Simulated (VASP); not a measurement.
Crystal: HfN.

```xyz
2
Lattice="2.7674 0.0000 0.0000 0.0000 2.7674 0.0000 0.0000 0.0000 2.7674" Properties=species:S:1:pos:R:3 pbc="T T T"
Hf    1.3837    1.3837    1.3837
N     0.0000    0.0000    0.0000
```

Base run:

- Program: VASP 6.6.1
- Functional: PBE
- Potentials or basis: VASP PAW PBE potentials, release 64 (Hf_pv, N)
- Cutoff: 520 eV
- k mesh: 9 × 9 × 9
- Occupations: fermi-dirac, width 0.05 eV
- Spin: no spin polarisation

Its results: pressure 13.5 GPa.

The run is repeated on the same cell with these changes: functional from PBE to BLYP. What comes out?

Pressure 24.5 GPa.

BLYP binds less tightly than PBE, so the same cell stands under more pressure.

Caveats: the PAW data sets were made with another functional, which shifts forces and pressure a little (some runs).
